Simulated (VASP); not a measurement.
# Si (a cell with a defect) in VASP: notebook

The runs below take Si (a cell with a defect) through single point, with HSE06.

Everything below comes from runs of VASP 6.6.1. Logs are shortened: lines on timing, memory, paths and dates and some standing lists are left out, and cuts for length are marked.

**1. The cell of the first run**

The cell holds a defect, 65 atoms: a = 10.866 Å, b = 10.866 Å, c = 10.866 Å, α = 90.00°, β = 90.00°, γ = 90.00°.

**2. Single point, HSE06**

Input file POSCAR:

```
Si
1.0
   10.8655790000      0.0000000000      0.0000000000
    0.0000000000     10.8655790000      0.0000000000
    0.0000000000      0.0000000000     10.8655790000
Si
65
Direct
    0.0003810000      0.9998240000      0.0024840000
    0.0005260000      0.0000530000      0.4998270000
    0.0003280000      0.5002510000      0.9987570000
    0.0002450000      0.4996700000      0.5010620000
    0.5007300000      0.9998690000      0.9988150000
    0.5000550000      0.9997530000      0.5011050000
    0.5010930000      0.5006300000      0.9998050000
    0.4178670000      0.4173540000      0.4244800000
    0.1256350000      0.1251280000      0.1276770000
    0.1207840000      0.1204110000      0.6308050000
    0.1238380000      0.6256780000      0.1259630000
    0.1236260000      0.6243410000      0.6285800000
    0.6261370000      0.1234580000      0.1259760000
    0.6247540000      0.1231570000      0.6285650000
    0.6257200000      0.6252880000      0.1264590000
    0.6281680000      0.6277060000      0.6266110000
    0.2498730000      0.2494610000      0.0009160000
    0.2445680000      0.2440930000      0.5093290000
    0.2514740000      0.7501980000      0.0042400000
    0.2464730000      0.7516420000      0.5049910000
    0.7506470000      0.2510520000      0.0041890000
    0.7520940000      0.2460100000      0.5050120000
    0.7497200000      0.7491900000      0.0001390000
    0.7565220000      0.7560670000      0.5081670000
    0.3762610000      0.3758480000      0.1243770000
    0.3708000000      0.3702520000      0.6318060000
    0.3770760000      0.8787250000      0.1270530000
    0.3753690000      0.8755420000      0.6269300000
    0.8792590000      0.3765560000      0.1270170000
    0.8761010000      0.3748900000      0.6268580000
    0.8748070000      0.8744160000      0.1261940000
    0.8799830000      0.8795680000      0.6296040000
    0.2507440000      0.0006700000      0.2520330000
    0.2495040000      0.9982070000      0.7530970000
    0.2485240000      0.4959760000      0.2507290000
    0.2499730000      0.5002890000      0.7524520000
    0.7503820000      0.9998380000      0.2505330000
    0.7509220000      0.0005400000      0.7536410000
    0.7535580000      0.5040610000      0.2516010000
    0.7491590000      0.4981490000      0.7500560000
    0.3732060000      0.1255480000      0.3804110000
    0.3753070000      0.1250660000      0.8759610000
    0.3660050000      0.6348280000      0.3690890000
    0.3749060000      0.6258760000      0.8771560000
    0.8757170000      0.1246960000      0.3761120000
    0.8745170000      0.1260480000      0.8795690000
    0.8769540000      0.6283170000      0.3795860000
    0.8740490000      0.6249380000      0.8749130000
    0.0012050000      0.2502590000      0.2520430000
    0.9985960000      0.2490410000      0.7532000000
    0.0002110000      0.7499390000      0.2505010000
    0.0009880000      0.7505140000      0.7536100000
    0.4963750000      0.2481440000      0.2507750000
    0.5007200000      0.2494190000      0.7525380000
    0.5045800000      0.7530730000      0.2517290000
    0.4986740000      0.7486650000      0.7501420000
    0.1260410000      0.3727530000      0.3804220000
    0.1255730000      0.3749110000      0.8758790000
    0.1251180000      0.8752230000      0.3760760000
    0.1266080000      0.8740590000      0.8794760000
    0.6353620000      0.3655700000      0.3690660000
    0.6263120000      0.3744720000      0.8771100000
    0.6288010000      0.8765660000      0.3796330000
    0.6254400000      0.8735710000      0.8750070000
    0.5774640000      0.5769970000      0.4222300000
```

Input file INCAR.step1:

```
  PREC = Accurate
  ENCUT = 400
  EDIFF = 1E-5
  ISMEAR = -1
  SIGMA = 0.05
  LREAL = Auto
  LASPH = True
  NELM = 120
  ALGO = Normal
  ISIF = 2
  LWAVE = True
  LCHARG = False
  NBANDS = 168
  GGA = PE
  ISYM = -1
  GGA_COMPAT = False
```

Input file INCAR.step2:

```
  PREC = Accurate
  ENCUT = 400
  EDIFF = 1E-6
  ISMEAR = -1
  SIGMA = 0.05
  LREAL = Auto
  LASPH = True
  NELM = 120
  ALGO = Normal
  ISIF = 2
  LWAVE = False
  LCHARG = False
  GGA = PE
  LHFCALC = True
  HFSCREEN = 0.2079
  PRECFOCK = Fast
  NBANDS = 168
  ISTART = 1
  ISYM = -1
  GGA_COMPAT = False
```

Input file KPOINTS:

```
explicit points
1
Reciprocal
  0.25000000   0.25000000   0.25000000 1
```

Potentials or basis: VASP PAW PBE potentials, release 64 (Si).

Run with:

```console
$ cat potpaw_PBE.64/Si/POTCAR > POTCAR
$ cp INCAR.step1 INCAR
$ mpirun -np 1 vasp_std > vasp.out
$ cp INCAR.step2 INCAR
$ mpirun -np 1 vasp_std > vasp.out
```

OUTCAR:

```text
PREC = Accurate
   ENCUT = 400
   EDIFF = 1E-6
   ISMEAR = -1
   LREAL = Auto
   LASPH = True
   NELM = 120
   ISIF = 2
   GGA = PE
   LHFCALC = True
   HFSCREEN = 0.2079
   PRECFOCK = Fast
   ISTART = 1
   ISYM = -1

 ion  position               nearest neighbor table
   1  0.000  1.000  0.002-  31 2.35  60 2.35  46 2.35   9 2.36
   2  0.001  0.000  0.500-  32 2.33  10 2.33  45 2.34  59 2.34
   3  0.000  0.500  0.999-  29 2.34  58 2.34  48 2.35  11 2.36
   4  0.000  0.500  0.501-  57 2.34  47 2.34  30 2.35  12 2.36
   5  0.501  1.000  0.999-  27 2.34  42 2.34  64 2.35  13 2.36
   6  0.500  1.000  0.501-  41 2.34  63 2.34  28 2.35  14 2.36
   7  0.501  0.501  1.000-  62 2.35  44 2.35  25 2.35  15 2.36
   8  0.418  0.417  0.424-  26 2.37  65 2.45  43 2.50  61 2.50  53 2.77  35 2.77  18 2.82
   9  0.126  0.125  0.128-  33 2.35  49 2.35  17 2.35   1 2.36
  10  0.121  0.120  0.631-  18 2.31   2 2.33  50 2.34  34 2.34
  11  0.124  0.626  0.126-  51 2.34  19 2.35   3 2.36  35 2.38
  12  0.124  0.624  0.629-  20 2.34  52 2.35  36 2.35   4 2.36
  13  0.626  0.123  0.126-  37 2.34  21 2.35   5 2.36  53 2.38
  14  0.625  0.123  0.629-  22 2.34  38 2.35  54 2.35   6 2.36
  15  0.626  0.625  0.126-  23 2.35  55 2.35  39 2.35   7 2.36
  16  0.628  0.628  0.627-  56 2.35  40 2.35  65 2.35  24 2.36
  17  0.250  0.249  0.001-  42 2.35  58 2.35   9 2.35  25 2.36
  18  0.245  0.244  0.509-  10 2.31  26 2.35  57 2.36  41 2.36   8 2.82
  19  0.251  0.750  0.004-  60 2.34  11 2.35  44 2.35  27 2.37
  20  0.246  0.752  0.505-  43 2.34  12 2.34  59 2.35  28 2.35
  21  0.751  0.251  0.004-  46 2.34  13 2.35  62 2.35  29 2.37
  22  0.752  0.246  0.505-  61 2.34  14 2.34  45 2.35  30 2.35
  23  0.750  0.749  0.000-  64 2.34  48 2.34  15 2.35  31 2.36
  24  0.757  0.756  0.508-  32 2.31  16 2.36  63 2.36  47 2.36  65 2.91
  25  0.376  0.376  0.124-   7 2.35  53 2.35  35 2.35  17 2.36
[... 24 lines left out ...]
  50  0.999  0.249  0.753-  10 2.34  46 2.34  30 2.35  58 2.36
  51  0.000  0.750  0.251-  11 2.34  47 2.35  31 2.35  59 2.36
  52  0.001  0.751  0.754-  12 2.35  48 2.35  32 2.35  60 2.35
  53  0.496  0.248  0.251-  25 2.35  41 2.36  61 2.36  13 2.38   8 2.77
  54  0.501  0.249  0.753-  26 2.33  42 2.34  14 2.35  62 2.35
  55  0.505  0.753  0.252-  15 2.35  43 2.35  63 2.36  27 2.37  65 2.78
  56  0.499  0.749  0.750-  28 2.34  44 2.34  16 2.35  64 2.36
  57  0.126  0.373  0.380-   4 2.34  35 2.36  49 2.36  18 2.36
  58  0.126  0.375  0.876-  36 2.34   3 2.34  17 2.35  50 2.36
  59  0.125  0.875  0.376-   2 2.34  20 2.35  33 2.35  51 2.36
  60  0.127  0.874  0.879-  34 2.34  19 2.34   1 2.35  52 2.35
  61  0.635  0.366  0.369-  22 2.34  39 2.35  53 2.36  65 2.45   8 2.50
  62  0.626  0.374  0.877-  40 2.34   7 2.35  21 2.35  54 2.35
  63  0.629  0.877  0.380-   6 2.34  37 2.35  55 2.36  24 2.36
  64  0.625  0.874  0.875-  23 2.34  38 2.35   5 2.35  56 2.36
  65  0.577  0.577  0.422-  16 2.35  61 2.45  43 2.45   8 2.45  55 2.78  39 2.78  24 2.91

IMPORTANT INFORMATION: All symmetrisations will be switched off!
NOSYMM: (Re-)initialisation of all symmetry stuff for point group C_1.

----------------------------------------------------------------------------------------

                                     Primitive cell

  volume of cell :    1282.7990

  direct lattice vectors                    reciprocal lattice vectors
    10.865579000  0.000000000  0.000000000     0.092033752  0.000000000  0.000000000
     0.000000000 10.865579000  0.000000000     0.000000000  0.092033752  0.000000000
     0.000000000  0.000000000 10.865579000     0.000000000  0.000000000  0.092033752

  length of vectors
    10.865579000 10.865579000 10.865579000     0.092033752  0.092033752  0.092033752

  position of ions in fractional coordinates (direct lattice)
     0.000381000  0.999824000  0.002484000
     0.000526000  0.000053000  0.499827000
     0.000328000  0.500251000  0.998757000
     0.000245000  0.499670000  0.501062000
     0.500730000  0.999869000  0.998815000
     0.500055000  0.999753000  0.501105000
[... 49 lines left out ...]
   IMIX   =      1    mixing-type and parameters
     AMIX     =   0.40;   BMIX     =  1.00
     AMIX_MAG =   1.60;   BMIX_MAG =  1.00
  volume/ion in A,a.u.               =      19.74       133.18
  Fermi-wavevector in a.u.,A,eV,Ry     =   0.961641  1.817238 12.582040  0.924754
  Thomas-Fermi vector in A             =   2.091031
   LORBIT       =      0    0 simple, 1 ext, 2 COOP (PROOUT), +10 PAW based schemes
   GGA     = PE    functional components
   LHFCALC =     T    Hartree Fock is set to
   PRECFOCK=fast      Normal, Fast or Accurate (Low or Medium for compatibility)
   ENCUT4O =  -1.0   cutoff for four orbital integrals eV
   NKREDX  =     1    reduce k-point grid by
   NKREDY  =     1    reduce k-point grid by
   NKREDZ  =     1    reduce k-point grid by
   AEXX    =    0.2500 exact exchange contribution
   HFSCREEN=    0.2079 screening length (either q_TF or 0.3 A-1)
   HFSCREENC=   0.2079 screening length for correlation (either q_TF or 0.3 A-1)
   ENCUTFOCK=  -1.0 apply spherical cutoff to Coloumb kernel
   IVDW    =     0    specifies the selected vdW correction
   LEPSILON=     F    determine dielectric tensor
   LRPA    =     F    only Hartree local field effects (RPA)
 non-spin polarized calculation
  energy-cutoff  :      400.00
  volume of cell :     1282.80
 maximum number of plane-waves:     23294
 NGX is ok and might be reduce to    70
  NGX = 36; NGY = 36; NGZ = 36

 number of electron     259.9999983 magnetization

 Free energy of the ion-electron system (eV)
  ---------------------------------------------------
  ext. energy  EPLUGINS =         0.00000000
  ---------------------------------------------------
  free energy    TOTEN  =      -404.00836503 eV

  energy without entropy =     -404.00834083  energy(sigma->0) =     -404.00835293

 E-fermi :   6.2175     XC(G=0):  -7.9036

 val. band max:        5.6372451802   @ k =   0.2500   0.2500   0.2500
 cond. band min:       6.7963690932   @ k =   0.2500   0.2500   0.2500
 fundamental gap:      1.1591239130
 Fermi energy:         6.2175115546

 k-point     1 :       0.2500    0.2500    0.2500
  band No.  band energies     occupation
      1      -7.8071      2.00000
      2      -7.2451      2.00000
      3      -6.9233      2.00000
      4      -6.9230      2.00000
      5      -6.5345      2.00000
      6      -6.3683      2.00000
[... 134 lines left out ...]
    141       8.1293      0.00000
    142       8.1740      0.00000
 [bands above 142 left out]

------------------------ aborting loop because EDIFF is reached ----------------------------------------

  FORCE on cell =-STRESS in cart. coord.  units (eV):
  Direction    XX          YY          ZZ          XY          YZ          ZX
  --------------------------------------------------------------------------------------
  -------------------------------------------------------------------------------------
  Total        7.5749572      7.5633165      2.8437245     -5.8383920    -10.3703034    -10.3648448
  in kB        9.4608933      9.4463545      3.5517262     -7.2919757    -12.9521965    -12.9453788
  external PRESSURE =       7.4863247 kB  Pullay stress =       0.0000000 kB

 VOLUME and BASIS-vectors are now :
 -----------------------------------------------------------------------------
  energy-cutoff  :      400.00
  volume of cell :     1282.80
      direct lattice vectors                 reciprocal lattice vectors
    10.865579000  0.000000000  0.000000000     0.092033752  0.000000000  0.000000000
     0.000000000 10.865579000  0.000000000     0.000000000  0.092033752  0.000000000
     0.000000000  0.000000000 10.865579000     0.000000000  0.000000000  0.092033752

 POSITION                                       TOTAL-FORCE (eV/Angst)
 -----------------------------------------------------------------------------------
      0.00414     10.86367      0.02699        -0.001045      0.003105     -0.001762
      0.00572      0.00058      5.43091        -0.007137     -0.006367      0.076566
      0.00356      5.43552     10.85207         0.001992      0.002656      0.019481
      0.00266      5.42920      5.44433        -0.002970      0.000089      0.023547
      5.44072     10.86416     10.85270         0.001499      0.001135      0.019598
      5.43339     10.86290      5.44480         0.003206     -0.002915      0.023080
[... 57 lines left out ...]
      6.79577      9.49185      9.50746        -0.020461      0.006597      0.008405
      6.27448      6.26941      4.58777        -0.135700     -0.136058      0.260971
 -----------------------------------------------------------------------------------
    total drift:                               -0.000971      0.001030      0.004188

  FREE ENERGIE OF THE ION-ELECTRON SYSTEM (eV)
  ---------------------------------------------------
  free  energy   TOTEN  =      -404.0083650261 eV

  energy  without entropy=     -404.0083408298  energy(sigma->0) =     -404.00835293
```

Wall time 12 min (1 thread of AMD EPYC 9R45 (Zen 5), shared host); peak memory 0.98 GiB.

What came out:

```yaml
Free_energy: -404.0084 eV
Pressure: 0.7 GPa
Largest_force: 0.342 eV/Å
Band_gap_on_the_k_mesh: 1.16 eV
```

Forces on the atoms (eV/Å):
```
Si  -0.001  0.003 -0.002
Si  -0.007 -0.006  0.077
Si   0.002  0.003  0.019
Si  -0.003  0.000  0.024
Si   0.001  0.001  0.020
Si   0.003 -0.003  0.023
Si  -0.006 -0.004  0.020
Si   0.164  0.164  0.251
Si   0.002  0.005 -0.004
Si   0.016  0.012 -0.049
Si   0.010 -0.043 -0.032
Si   0.019 -0.004 -0.009
Si  -0.047  0.011 -0.030
Si  -0.003  0.018 -0.005
Si   0.011  0.007 -0.036
Si   0.070  0.068 -0.097
Si   0.009  0.007 -0.003
Si  -0.026 -0.024  0.048
Si   0.003  0.012  0.004
Si   0.036 -0.021  0.022
Si   0.012  0.000  0.008
Si  -0.019  0.037  0.020
Si   0.002  0.005  0.002
Si   0.013  0.013  0.055
Si  -0.019 -0.020 -0.010
Si  -0.042 -0.038 -0.106
Si   0.020 -0.013 -0.033
Si  -0.012  0.004 -0.001
Si  -0.014  0.020 -0.035
Si  -0.002 -0.012  0.004
Si   0.011  0.006 -0.005
Si  -0.016 -0.017 -0.032
Si   0.009 -0.005  0.017
Si  -0.002  0.008 -0.004
Si  -0.020  0.036 -0.021
Si  -0.001  0.009 -0.016
Si   0.005 -0.002  0.021
Si   0.015 -0.009 -0.014
Si   0.011 -0.043 -0.030
Si   0.004  0.006 -0.014
Si  -0.004 -0.028 -0.039
Si  -0.003  0.000  0.011
Si   0.020 -0.029 -0.066
Si   0.003 -0.014  0.002
Si   0.011 -0.007 -0.031
Si  -0.004  0.005  0.005
Si  -0.004  0.000 -0.015
Si   0.005 -0.018  0.012
Si  -0.008  0.008  0.017
Si   0.012 -0.002 -0.009
Si  -0.003  0.004  0.022
Si  -0.007  0.012 -0.012
Si   0.039 -0.023 -0.023
Si   0.011  0.001 -0.018
Si  -0.046  0.009 -0.034
Si   0.003  0.006 -0.013
Si  -0.027 -0.001 -0.040
Si  -0.001 -0.005  0.013
Si  -0.005  0.012 -0.029
Si   0.000 -0.004  0.009
Si  -0.032  0.019 -0.065
Si  -0.010  0.002  0.003
Si  -0.001 -0.005 -0.015
Si  -0.020  0.007  0.008
Si  -0.136 -0.136  0.261
```

Levels at points of the mesh, in eV from the valence-band top:
```
           k point  band 127  band 128  band 129  band 130  band 131  band 132  band 133  band 134
(0.25, 0.25, 0.25)     -0.46     -0.41     -0.16      0.00      1.16      1.37      1.65      1.75
```

Caveat: the PAW data sets were made with another functional, which shifts forces and pressure a little.

**3. Single point, HSE06**

Changes to POSCAR since step 2:

```diff
@@ -18,7 +18,7 @@
     0.1207840000      0.1204110000      0.6308050000
-    0.1238380000      0.6256780000      0.1259630000
+    0.1238390000      0.6256780000      0.1259630000
     0.1236260000      0.6243410000      0.6285800000
     0.6261370000      0.1234580000      0.1259760000
-    0.6247540000      0.1231570000      0.6285650000
-    0.6257200000      0.6252880000      0.1264590000
+    0.6247540000      0.1231560000      0.6285650000
+    0.6257200000      0.6252880000      0.1264600000
     0.6281680000      0.6277060000      0.6266110000
@@ -26,5 +26,5 @@
     0.2445680000      0.2440930000      0.5093290000
-    0.2514740000      0.7501980000      0.0042400000
+    0.2514740000      0.7501980000      0.0042390000
     0.2464730000      0.7516420000      0.5049910000
-    0.7506470000      0.2510520000      0.0041890000
+    0.7506460000      0.2510520000      0.0041890000
     0.7520940000      0.2460100000      0.5050120000
@@ -33,3 +33,3 @@
     0.3762610000      0.3758480000      0.1243770000
-    0.3708000000      0.3702520000      0.6318060000
+    0.3708000000      0.3702530000      0.6318060000
     0.3770760000      0.8787250000      0.1270530000
@@ -40,6 +40,6 @@
     0.8799830000      0.8795680000      0.6296040000
-    0.2507440000      0.0006700000      0.2520330000
-    0.2495040000      0.9982070000      0.7530970000
+    0.2507440000      0.0006690000      0.2520330000
+    0.2495040000      0.9982080000      0.7530970000
     0.2485240000      0.4959760000      0.2507290000
-    0.2499730000      0.5002890000      0.7524520000
+    0.2499730000      0.5002900000      0.7524520000
     0.7503820000      0.9998380000      0.2505330000
@@ -49,3 +49,3 @@
     0.3732060000      0.1255480000      0.3804110000
-    0.3753070000      0.1250660000      0.8759610000
+    0.3753080000      0.1250660000      0.8759610000
     0.3660050000      0.6348280000      0.3690890000
@@ -56,3 +56,3 @@
     0.8740490000      0.6249380000      0.8749130000
-    0.0012050000      0.2502590000      0.2520430000
+    0.0012040000      0.2502590000      0.2520430000
     0.9985960000      0.2490410000      0.7532000000
@@ -63,7 +63,7 @@
     0.5045800000      0.7530730000      0.2517290000
-    0.4986740000      0.7486650000      0.7501420000
+    0.4986730000      0.7486650000      0.7501420000
     0.1260410000      0.3727530000      0.3804220000
-    0.1255730000      0.3749110000      0.8758790000
+    0.1255730000      0.3749120000      0.8758790000
     0.1251180000      0.8752230000      0.3760760000
-    0.1266080000      0.8740590000      0.8794760000
+    0.1266090000      0.8740590000      0.8794760000
     0.6353620000      0.3655700000      0.3690660000
```

INCAR.step1 is that of step 2.

INCAR.step2 is that of step 2.

KPOINTS is that of step 2.

Potentials or basis: VASP PAW PBE potentials, release 64 (Si).

Run with:

```console
$ cat potpaw_PBE.64/Si/POTCAR > POTCAR
$ cp INCAR.step1 INCAR
$ mpirun -np 1 vasp_std > vasp.out
$ cp INCAR.step2 INCAR
$ mpirun -np 1 vasp_std > vasp.out
```

Run time: 10 min. Hardware: 1 thread of AMD EPYC 9R45 (Zen 5), shared host; peak memory 0.98 GiB.

Results (log left out):

| Property | Result |
| --- | --- |
| Free energy | -404.0084 eV |
| Pressure | 0.7 GPa |
| Largest force | 0.342 eV/Å |
| Band gap on the k mesh | 1.16 eV |

Forces in eV/Å, atoms in the order of the input:
```
Si  -0.001  0.003 -0.002
Si  -0.007 -0.006  0.077
Si   0.002  0.003  0.020
Si  -0.003  0.000  0.024
Si   0.002  0.001  0.020
Si   0.003 -0.003  0.023
Si  -0.006 -0.004  0.020
Si   0.164  0.164  0.251
Si   0.002  0.005 -0.004
Si   0.016  0.012 -0.049
Si   0.009 -0.043 -0.032
Si   0.019 -0.004 -0.009
Si  -0.047  0.011 -0.030
Si  -0.003  0.018 -0.005
Si   0.011  0.007 -0.036
Si   0.070  0.068 -0.097
Si   0.009  0.007 -0.003
Si  -0.026 -0.024  0.048
Si   0.003  0.012  0.004
Si   0.036 -0.021  0.022
Si   0.013  0.000  0.008
Si  -0.019  0.037  0.020
Si   0.002  0.005  0.002
Si   0.013  0.013  0.055
Si  -0.019 -0.020 -0.010
Si  -0.042 -0.039 -0.106
Si   0.020 -0.013 -0.033
Si  -0.012  0.004 -0.001
Si  -0.014  0.020 -0.035
Si  -0.002 -0.012  0.004
Si   0.011  0.006 -0.005
Si  -0.016 -0.018 -0.032
Si   0.009 -0.005  0.017
Si  -0.001  0.008 -0.004
Si  -0.020  0.036 -0.021
Si  -0.001  0.009 -0.016
Si   0.005 -0.002  0.021
Si   0.015 -0.009 -0.014
Si   0.011 -0.043 -0.030
Si   0.004  0.006 -0.014
Si  -0.004 -0.028 -0.039
Si  -0.003  0.000  0.011
Si   0.020 -0.029 -0.066
Si   0.003 -0.014  0.003
Si   0.010 -0.007 -0.031
Si  -0.004  0.005  0.005
Si  -0.004  0.000 -0.015
Si   0.005 -0.018  0.013
Si  -0.008  0.008  0.017
Si   0.012 -0.002 -0.009
Si  -0.003  0.004  0.022
Si  -0.007  0.012 -0.012
Si   0.039 -0.023 -0.023
Si   0.011  0.001 -0.018
Si  -0.046  0.009 -0.034
Si   0.003  0.006 -0.013
Si  -0.027 -0.001 -0.040
Si  -0.001 -0.005  0.013
Si  -0.005  0.012 -0.029
Si   0.000 -0.004  0.009
Si  -0.032  0.019 -0.065
Si  -0.010  0.002  0.003
Si  -0.001 -0.005 -0.015
Si  -0.020  0.007  0.008
Si  -0.136 -0.136  0.261
```

Stress tensor (GPa, compression positive):
```
 0.95 -0.73 -1.29
-0.73  0.94 -1.30
-1.29 -1.30  0.36
```

Levels at points of the mesh, in eV from the valence-band top:
| k point | band 128 | band 129 | band 130 | band 131 | band 132 | band 133 |
| --- | --- | --- | --- | --- | --- | --- |
| (0.25, 0.25, 0.25) | -0.41 | -0.16 | 0.00 | 1.16 | 1.37 | 1.65 |

Caveat: the PAW data sets were made with another functional, which shifts forces and pressure a little.
